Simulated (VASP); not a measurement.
A run of VASP 6.6.1 is set up as follows.

The input POSCAR:

```
MgI2
1.0
    0.0000000000      3.8492380311      3.7564916799
    3.8492380311      0.0000000000      3.7564916799
    3.8492380311      3.8492380311      0.0000000000
Mg I
1 2
Direct
    0.0000000000      0.0000000000      0.0000000000
    0.2500000000      0.2500000000      0.2500000000
    0.7500000000      0.7500000000      0.7500000000
```

Contents of INCAR.step1:

```
ALGO = Normal ; EDIFF = 1E-4
ENCUT = 520 ; GGA = PE
ISMEAR = 0 ; LASPH = True
LCHARG = False ; LREAL = False
LWAVE = True ; NBANDS = 15
NELM = 100 ; PREC = Accurate
SIGMA = 0.01
```

The input INCAR.step2:

```
ALGO = Normal ; EDIFF = 1E-7
ENCUT = 520 ; ISIF = 2
ISMEAR = 0 ; ISTART = 1
LASPH = True ; LCHARG = False
LMIXTAU = True ; LREAL = False
LWAVE = False ; METAGGA = R2SCAN
NBANDS = 15 ; NELM = 100
PREC = Accurate ; SIGMA = 0.01
```

File KPOINTS:

```
k-points
0
Gamma
  6 6 6
```

Potentials or basis: VASP PAW PBE potentials, release 64 (Mg, I).

Run with:

```console
$ cat potpaw_PBE.64/Mg/POTCAR potpaw_PBE.64/I/POTCAR > POTCAR
$ cp INCAR.step1 INCAR
$ mpirun -np 1 vasp_std > vasp.out
$ cp INCAR.step2 INCAR
$ mpirun -np 1 vasp_std > vasp.out
```

Problem. Predict the pressure.

Solution. -1.4 GPa.

Problem. Estimate the band gap on the k mesh.

Solution. 1.04 eV (least direct gap 1.38 eV).

Stress tensor (GPa, compression positive):
```
-2.12  0.00  0.00
 0.00 -2.12  0.00
 0.00  0.00 -0.08
```

Caveat: the cell differs from its parent crystal (epitaxial xy strain +2.5%); the structure was generated, so it needn't be the stable form of MgI2; the PAW data sets were made with another functional, which shifts forces and pressure a little; spin-orbit coupling is left out, which moves the levels of the heavy elements. A k mesh can miss the band edges.
